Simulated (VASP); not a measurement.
## HfO2: single point with r2SCAN

HfO2:

```
CELL_PARAMETERS angstrom
5.11419 0.00000 -0.00625
0.00000 5.18172 0.00000
-0.86439 0.00000 5.22446
ATOMIC_POSITIONS crystal
Hf 0.27620 0.04183 0.20821
Hf 0.72380 0.54183 0.29179
Hf 0.72380 0.95817 0.79179
Hf 0.27620 0.45817 0.70821
O 0.44795 0.75765 0.47850
O 0.55205 0.25765 0.02150
O 0.55205 0.24235 0.52150
O 0.44795 0.74235 0.97850
O 0.07006 0.33377 0.34402
O 0.92994 0.83377 0.15598
O 0.92994 0.66623 0.65598
O 0.07006 0.16623 0.84402
```

| Quantity | Value |
| --- | --- |
| Program | VASP 6.6.1 |
| Task | single point |
| Functional | r2SCAN |
| Potentials or basis | VASP PAW PBE potentials, release 64 (Hf_pv, O) |
| Cutoff | 520 eV |
| k mesh | 6 × 6 × 6 |
| Occupations | gaussian, width 0.02 eV |
| Spin | no spin polarisation |

```json
{
 "Pressure": "-3.4 GPa",
 "Largest force": "0.100 eV/Å",
 "Band gap on the k mesh": "4.55 eV (least direct gap 4.64 eV)"
}
```

Forces on the atoms (eV/Å):
```
Hf  -0.075  0.021 -0.062
Hf   0.075  0.021  0.062
Hf   0.075 -0.021  0.062
Hf  -0.075 -0.021 -0.062
O    0.046  0.008 -0.015
O   -0.046  0.008  0.015
O   -0.046 -0.008  0.015
O    0.046 -0.008 -0.015
O    0.012 -0.005  0.042
O   -0.012 -0.005 -0.042
O   -0.012  0.005 -0.042
O    0.012  0.005  0.042
```

Stress tensor (GPa, compression positive):
```
-3.46  0.00 -0.21
 0.00 -3.49  0.00
-0.21  0.00 -3.39
```

Levels at points of the mesh, in eV from the valence-band top:
| k point | band 40 | band 41 | band 42 | band 43 | band 44 | band 45 | band 46 | band 47 | band 48 | band 49 |
| --- | --- | --- | --- | --- | --- | --- | --- | --- | --- | --- |
| (0.00, 0.00, 0.00) | -1.03 | -0.60 | -0.58 | -0.24 | 0.00 | 5.00 | 5.60 | 5.68 | 6.03 | 6.21 |
| (0.50, 0.00, 0.00) | -0.94 | -0.79 | -0.63 | -0.48 | -0.09 | 4.55 | 5.60 | 5.72 | 5.74 | 6.33 |
| (0.00, 0.50, 0.00) | -1.16 | -0.86 | -0.86 | -0.49 | -0.49 | 5.51 | 5.51 | 6.07 | 6.07 | 6.41 |
| (0.50, 0.50, 0.00) | -1.46 | -1.00 | -1.00 | -0.65 | -0.65 | 5.23 | 5.23 | 5.74 | 5.74 | 6.58 |
| (0.00, 0.00, 0.50) | -1.05 | -0.91 | -0.91 | -0.52 | -0.52 | 5.22 | 5.22 | 5.73 | 5.73 | 6.62 |
| (0.50, 0.00, 0.50) | -1.35 | -1.04 | -1.04 | -0.51 | -0.51 | 4.86 | 4.86 | 6.01 | 6.01 | 6.22 |
| (0.00, 0.50, 0.50) | -0.99 | -0.96 | -0.96 | -0.70 | -0.70 | 5.44 | 5.44 | 5.62 | 5.62 | 6.38 |
| (0.50, 0.50, 0.50) | -1.24 | -1.12 | -1.12 | -0.78 | -0.78 | 5.05 | 5.05 | 5.75 | 5.75 | 6.17 |

It took 43 min on 1 thread of Oxide Virtual Turin-like Processor (shared host), peak memory 0.53 GiB.

Caveat: the cell stands under tension; the PAW data sets were made with another functional, which shifts forces and pressure a little; spin-orbit coupling is left out, which moves the levels of the heavy elements. A k mesh can miss the band edges.
